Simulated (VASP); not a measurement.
# ZnInGaO4 (R3m) in VASP: a series of runs

ZnInGaO4 is run at these levels: LDA; tasks: single point.

Program: VASP 6.6.1. These are calculated values, not measurements. Logs are shortened: lines on timing, memory, paths and dates and some standing lists are left out, and cuts for length are marked.

## Step 1: The cell of the first run

Symmetry: R3m, No. 160, trigonal system. Conventional cell: a = 3.278 Å, b = 3.278 Å, c = 25.483 Å, α = 90.00°, β = 90.00°, γ = 120.00°. Within 2.6 Å of Zn (site symmetry 3m) lie 5 O at 1.94 to 2.48 Å. In (site symmetry 3m) has 6 O at 2.16 to 2.17 Å within 2.9 Å. Ga (site symmetry 3m) has 5 O at 1.89 to 1.95 Å within 2.5 Å. O (site symmetry 3m) has 1 Zn at 1.94 Å and 3 In at 2.16 Å within 2.6 Å. O (site symmetry 3m) has 1 Ga at 1.93 Å and 3 In at 2.17 Å within 2.6 Å. Within 2.5 Å of O (site symmetry 3m) lie 3 Ga at 1.89 Å and 1 Zn at 2.48 Å. O (site symmetry 3m) has 1 Ga at 1.95 Å and 3 Zn at 1.97 Å within 2.6 Å.

## Step 2: Single point, LDA

Contents of INCAR:

```
SYSTEM = ZnInGaO4
ALGO = Normal
EDIFF = 1E-7
ENCUT = 520
ISIF = 2
ISMEAR = 0
LASPH = .True.
LCHARG = .False.
LREAL = .False.
LWAVE = .False.
NBANDS = 40
NELM = 100
PREC = Accurate
SIGMA = 0.02
```

Contents of KPOINTS:

```
k-points
0
Gamma
  9 9 9
  0 0 0
```

Contents of POSCAR:

```
ZnInGaO4
1.0
    1.6390426701      0.9463017268      8.4944306291
   -1.6390426701      0.9463017268      8.4944306291
    0.0000000000     -1.8926034536      8.4944306291
Zn In Ga O
1 1 1 4
Direct
    0.2186995279      0.2186995279      0.2186995279
    0.0028083510      0.0028083510      0.0028083510
    0.7871748598      0.7871748598      0.7871748598
    0.2949080347      0.2949080347      0.2949080347
    0.7112743096      0.7112743096      0.7112743096
    0.1212609089      0.1212609089      0.1212609089
    0.8638750082      0.8638750082      0.8638750082
```

Potentials or basis: VASP PAW LDA potentials, release 64 (Zn, In_d, Ga_d, O).

Launch:

```sh
$ cat potpaw_LDA.64/Zn/POTCAR potpaw_LDA.64/In_d/POTCAR potpaw_LDA.64/Ga_d/POTCAR potpaw_LDA.64/O/POTCAR > POTCAR
$ mpirun -np 1 vasp_std > vasp.out
```

OUTCAR:

```text
SYSTEM = ZnInGaO4
   EDIFF = 1E-7
   ENCUT = 520
   ISIF = 2
   ISMEAR = 0
   LASPH = .True.
   LREAL = .False.
   NELM = 100
   PREC = Accurate

 ion  position               nearest neighbor table
   1  0.219  0.219  0.219-   4 1.94   7 1.97   7 1.97   7 1.97   6 2.48
   2  0.003  0.003  0.003-   4 2.16   4 2.16   4 2.16   5 2.17   5 2.17   5 2.17
   3  0.787  0.787  0.787-   6 1.89   6 1.89   6 1.89   5 1.93   7 1.95
   4  0.295  0.295  0.295-   1 1.94   2 2.16   2 2.16   2 2.16
   5  0.711  0.711  0.711-   3 1.93   2 2.17   2 2.17   2 2.17
   6  0.121  0.121  0.121-   3 1.89   3 1.89   3 1.89   1 2.48
   7  0.864  0.864  0.864-   3 1.95   1 1.97   1 1.97   1 1.97

  LATTYP: Found a trigonal (rhomboedric) cell.
 ALAT       =     8.7027179401
 COS(alpha) =     0.9290584457

  Lattice vectors:

 A1 = (   1.6390426701,   0.9463017268,   8.4944306291)
 A2 = (  -1.6390426701,   0.9463017268,   8.4944306291)
 A3 = (   0.0000000000,  -1.8926034536,   8.4944306291)

Analysis of symmetry for initial positions (statically):
=====================================================================
 Subroutine PRICEL returns:
 Original cell was already a primitive cell.

 Routine SETGRP: Setting up the symmetry group for a
 trigonal (rhombohedral) supercell.

 Subroutine GETGRP returns: Found  6 space group operations
 (whereof  6 operations were pure point group operations)
 out of a pool of 12 trial point group operations.

The static configuration has the point symmetry C_3v.

Analysis of symmetry for dynamics (positions and initial velocities):
=====================================================================
 Subroutine PRICEL returns:
 Original cell was already a primitive cell.

 Routine SETGRP: Setting up the symmetry group for a
 trigonal (rhombohedral) supercell.

 Subroutine GETGRP returns: Found  6 space group operations
 (whereof  6 operations were pure point group operations)
 out of a pool of 12 trial point group operations.

The dynamic configuration has the point symmetry C_3v.

 Subroutine INISYM returns: Found  6 space group operations
 (whereof  6 operations are pure point group operations),
 and found     1 'primitive' translations

----------------------------------------------------------------------------------------

                                     Primitive cell

  volume of cell :      79.0506

  direct lattice vectors                    reciprocal lattice vectors
     1.639042670  0.946301727  8.494430629     0.305056122  0.176124234  0.039241398
    -1.639042670  0.946301727  8.494430629    -0.305056122  0.176124234  0.039241398
     0.000000000 -1.892603454  8.494430629     0.000000000 -0.352248468  0.039241398

  length of vectors
     8.702717940  8.702717940  8.702717940     0.354427525  0.354427525  0.354427525

  position of ions in fractional coordinates (direct lattice)
     0.218699528  0.218699528  0.218699528
     0.002808351  0.002808351  0.002808351
     0.787174860  0.787174860  0.787174860
     0.294908035  0.294908035  0.294908035
     0.711274310  0.711274310  0.711274310
     0.121260909  0.121260909  0.121260909
     0.863875008  0.863875008  0.863875008

  ion indices of the primitive-cell ions
   primitive index   ion index
                 1           1
                 2           2
                 3           3
                 4           4
                 5           5
                 6           6
                 7           7

----------------------------------------------------------------------------------------

 KPOINTS: k-points

Automatic generation of k-mesh.
 Grid dimensions read from file:
 generate k-points for:    9    9    9

 Generating k-lattice:

  Cartesian coordinates                     Fractional coordinates (reciprocal lattice)
     0.033895125  0.019569359  0.004360155     0.111111111  0.000000000 -0.000000000
    -0.033895125  0.019569359  0.004360155     0.000000000  0.111111111 -0.000000000
     0.000000000 -0.039138719  0.004360155    -0.000000000 -0.000000000  0.111111111

  Length of vectors
     0.039380836  0.039380836  0.039380836

  Shift w.r.t. Gamma in fractional coordinates (k-lattice)
     0.000000000  0.000000000  0.000000000

 Subroutine IBZKPT returns following result:
 ===========================================

 Found     85 irreducible k-points:

 Following reciprocal coordinates:
            Coordinates               Weight
  0.000000  0.000000  0.000000      1.000000
  0.111111  0.000000  0.000000      6.000000
  0.222222 -0.000000  0.000000      6.000000
  0.333333  0.000000  0.000000      6.000000
  0.444444 -0.000000  0.000000      6.000000
  0.111111  0.111111  0.000000      6.000000
[... 16 lines left out ...]
 -0.333333  0.333333  0.000000      6.000000
  0.444444  0.444444  0.000000      6.000000
 [... further k-points ...]
   k-points           NKPTS =     85   k-points in BZ     NKDIM =     85   number of bands    NBANDS=     40
   number of dos      NEDOS =    301   number of ions     NIONS =      7
   total plane-waves  NPLWV = 343000
   dimension x,y,z NGX =    70 NGY =   70 NGZ =   70
   dimension x,y,z NGXF=   140 NGYF=  140 NGZF=  140
   ions per type =               1   1   1   4
   NGX,Y,Z   is equivalent  to a cutoff of  13.37, 13.37, 13.37 a.u.
   NGXF,Y,Z  is equivalent  to a cutoff of  26.74, 26.74, 26.74 a.u.
 SYSTEM =  ZnInGaO4
   PREC   = accura    normal or accurate (medium, high low for compatibility)
   ISTART =      0    job   : 0-new  1-cont  2-samecut
   ICHARG =      2    charge: 1-file 2-atom 10-const
   ISPIN  =      1    spin polarized calculation?
   LNONCOLLINEAR =      F non collinear calculations
   LSORBIT =      F    spin-orbit coupling
   LASPH  =      T    aspherical Exc in radial PAW
   ENCUT  =  520.0 eV  38.22 Ry    6.18 a.u.  16.18 16.18 16.18*2*pi/ulx,y,z
   NELM   =    100;   NELMIN=  2; NELMDL= -5     # of ELM steps
   EDIFF  = 0.1E-06   stopping-criterion for ELM
   LREAL  =      F    real-space projection
   EDIFFG = 0.1E-05   stopping-criterion for IOM
   NSW    =      0    number of steps for IOM
   IBRION =     -1    ionic relax: 0-MD 1-quasi-New 2-CG
   NFREE  =      0    steps in history (QN), initial steepest desc. (CG)
   ISIF   =      2    stress and relaxation
   ISYM   =      2    0-nonsym 1-usesym 2-fastsym
   POTIM  = 0.5000    time-step for ionic-motion
   TEBEG  =    0.0;   TEEND  =   0.0 temperature during run
   PSTRESS=    0.0 pullay stress
   NELECT =      62.0000    total number of electrons
   NUPDOWN=      -1.0000    fix difference up-down
   EMIN   =  10.00;   EMAX   =-10.00  energy-range for DOS
   EFERMI =   0.00;   METHOD = LEGACY
   ISMEAR =     0;   SIGMA  =   0.02  broadening in eV -4-tet -1-fermi 0-gaus
   EFERMI_NEDOS =   21; number of points for ismear=-14 and -15
   IALGO  =     38    algorithm
   IMIX   =      4    mixing-type and parameters
     AMIX     =   0.40;   BMIX     =  1.00
     AMIX_MAG =   1.60;   BMIX_MAG =  1.00
  volume/ion in A,a.u.               =      11.29        76.21
  Fermi-wavevector in a.u.,A,eV,Ry     =   1.509745  2.853004 31.012165  2.279330
  Thomas-Fermi vector in A             =   2.620027
   LORBIT       =      0    0 simple, 1 ext, 2 COOP (PROOUT), +10 PAW based schemes
   GGA     = CA    functional components
   LHFCALC =     F    Hartree Fock is set to
   AEXX    =    0.0000 exact exchange contribution
   IVDW    =     0    specifies the selected vdW correction
   LEPSILON=     F    determine dielectric tensor
   LRPA    =     F    only Hartree local field effects (RPA)
 non-spin polarized calculation
 Gauss-broadening in eV      SIGMA  =   0.02
  energy-cutoff  :      520.00
  volume of cell :       79.05
 maximum number of plane-waves:      2154
 NGX is ok and might be reduce to    70
   NGX = 33   NGY = 33   NGZ = 33

 number of electron      61.9999993 magnetization

 Free energy of the ion-electron system (eV)
  ---------------------------------------------------
  ext. energy  EPLUGINS =         0.00000000
  ---------------------------------------------------
  free energy    TOTEN  =       -43.65337803 eV

  energy without entropy =      -43.65337803  energy(sigma->0) =      -43.65337803

 E-fermi :   4.3003     XC(G=0): -11.9631

 val. band max:        4.1198349650   @ k =   0.0000   0.0000   0.0000
 cond. band min:       5.4464719562   @ k =   0.0000   0.0000   0.0000
 fundamental gap:      1.3266369912
 Fermi energy:         4.3002821823

 k-point     1 :       0.0000    0.0000    0.0000
  band No.  band energies     occupation
      1     -14.7418      2.00000
      2     -13.7445      2.00000
      3     -13.0736      2.00000
      4     -12.5669      2.00000
      5      -9.4133      2.00000
      6      -9.4133      2.00000
[... 32 lines left out ...]
     39      16.3862      0.00000
     40      16.3862      0.00000

 k-point     2 :       0.1111    0.0000    0.0000
  band No.  band energies     occupation
      1     -14.6535      2.00000
      2     -13.6669      2.00000
      3     -13.0390      2.00000
      4     -12.6325      2.00000
      5      -9.3908      2.00000
      6      -9.3815      2.00000
[... 32 lines left out ...]
     39      15.6777      0.00000
     40      16.3610      0.00000

 k-point     3 :       0.2222   -0.0000    0.0000
  band No.  band energies     occupation
      1     -14.4194      2.00000
      2     -13.4725      2.00000
      3     -12.9694      2.00000
      4     -12.7601      2.00000
      5      -9.3089      2.00000
      6      -9.2988      2.00000
[... 32 lines left out ...]
     39      15.5219      0.00000
     40      15.6363      0.00000

 k-point     4 :       0.3333    0.0000    0.0000
  band No.  band energies     occupation
      1     -14.1310      2.00000
      2     -13.3092      2.00000
      3     -12.9426      2.00000
      4     -12.7702      2.00000
      5      -9.2008      2.00000
      6      -9.1510      2.00000
[... 32 lines left out ...]
     39      15.4604      0.00000
     40      16.2880      0.00000
[... 772 lines left out ...]
     39      14.6395      0.00000
     40      14.9083      0.00000

 k-point    23 :      -0.3333    0.3333    0.0000
  band No.  band energies     occupation
      1     -13.7614      2.00000
      2     -13.2574      2.00000
      3     -12.9372      2.00000
      4     -12.6797      2.00000
      5      -9.1226      2.00000
      6      -9.0462      2.00000
[... 32 lines left out ...]
     39      14.3327      0.00000
     40      14.5470      0.00000

 k-point    24 :       0.4444    0.4444    0.0000
  band No.  band energies     occupation
      1     -13.9167      2.00000
      2     -13.3190      2.00000
      3     -12.9156      2.00000
      4     -12.6659      2.00000
      5      -9.1342      2.00000
      6      -9.0637      2.00000
[... 32 lines left out ...]
     39      14.8494      0.00000
     40      16.4487      0.00000

 [... further k-points ...]
[... 5 lines left out ...]
  --------------------------------------------------------------------------------------
  -------------------------------------------------------------------------------------
  Total        0.6189967      0.6189967      0.6302264      0.0000000      0.0000000      0.0000000
  in kB       12.5456587     12.5456587     12.7732607      0.0000000      0.0000000      0.0000000
  external PRESSURE =      12.6215260 kB  Pullay stress =       0.0000000 kB

 VOLUME and BASIS-vectors are now :
 -----------------------------------------------------------------------------
  energy-cutoff  :      520.00
  volume of cell :       79.05
      direct lattice vectors                 reciprocal lattice vectors
     1.639042670  0.946301727  8.494430629     0.305056122  0.176124234  0.039241398
    -1.639042670  0.946301727  8.494430629    -0.305056122  0.176124234  0.039241398
     0.000000000 -1.892603454  8.494430629     0.000000000 -0.352248468  0.039241398

 POSITION                                       TOTAL-FORCE (eV/Angst)
 -----------------------------------------------------------------------------------
      0.00000      0.00000      5.57318         0.000000      0.000000      0.007720
      0.00000      0.00000      0.07157         0.000000      0.000000     -0.000492
      0.00000      0.00000     20.05981         0.000000      0.000000     -0.004674
      0.00000      0.00000      7.51523         0.000000      0.000000      0.008968
      0.00000      0.00000     18.12561         0.000000      0.000000     -0.024727
      0.00000      0.00000      3.09013         0.000000      0.000000     -0.009600
      0.00000      0.00000     22.01438         0.000000     -0.000000      0.022805
 -----------------------------------------------------------------------------------
    total drift:                                0.000000     -0.000000     -0.000976

  FREE ENERGIE OF THE ION-ELECTRON SYSTEM (eV)
  ---------------------------------------------------
  free  energy   TOTEN  =       -43.6533780334 eV

  energy  without entropy=      -43.6533780334  energy(sigma->0) =      -43.65337803
```

Wall time 25 min (1 thread of Intel Xeon Platinum 8488C (Sapphire Rapids), shared host); peak memory 0.66 GiB.

What came out:

```
Free energy            : -43.6534 eV
Pressure               : 1.3 GPa
Largest force          : 0.025 eV/Å
Band gap on the k mesh : 1.33 eV, direct
```

Forces on the atoms (eV/Å):
```
Zn   0.000  0.000  0.008
In   0.000  0.000  0.000
Ga   0.000  0.000 -0.005
O    0.000  0.000  0.009
O    0.000  0.000 -0.025
O    0.000  0.000 -0.010
O    0.000  0.000  0.023
```

Caveat: spin-orbit coupling is left out, which moves the levels of the heavy elements. A k mesh can miss the band edges.

## Step 3: Single point, LDA

Contents of INCAR:

```
SYSTEM = ZnInGaO4
PREC = Accurate ; ENCUT = 520
EDIFF = 1E-7 ; ISMEAR = 0
SIGMA = 0.05 ; LREAL = .False.
LASPH = .True. ; NELM = 60
ALGO = Normal ; ISIF = 2
LWAVE = .False. ; LCHARG = .False.
GGA = CA ; NBANDS = 40
```

Contents of KPOINTS:

```
Automatic mesh
0
Gamma
  9 9 9
  0 0 0
```

POSCAR is that of step 2.

Potentials or basis: VASP PAW LDA potentials, release 64 (Zn, In_d, Ga_d, O).

Launch:

```sh
$ cat potpaw_LDA.64/Zn/POTCAR potpaw_LDA.64/In_d/POTCAR potpaw_LDA.64/Ga_d/POTCAR potpaw_LDA.64/O/POTCAR > POTCAR
$ mpirun -np 1 vasp_std > vasp.out
```

It took 39 min on 1 thread of Intel Xeon Platinum 8488C (Sapphire Rapids), shared host; peak memory 0.66 GiB.

Results (log left out):

```
Free energy            : -43.6534 eV
Pressure               : 1.3 GPa
Largest force          : 0.025 eV/Å
Band gap on the k mesh : 1.33 eV, direct
```

Forces in eV/Å, atoms in the order of the input:
```
Zn   0.000  0.000  0.008
In   0.000  0.000  0.000
Ga   0.000  0.000 -0.005
O    0.000  0.000  0.009
O    0.000  0.000 -0.025
O    0.000  0.000 -0.010
O    0.000  0.000  0.023
```

Levels at points of the mesh, in eV from the valence-band top:
```tsv
k point	band 29	band 30	band 31	band 32	band 33	band 34
(0.00, 0.00, 0.00)	-0.63	0.00	0.00	1.33	4.47	5.09
```

Caveat: spin-orbit coupling is left out, which moves the levels of the heavy elements. A k mesh can miss the band edges.
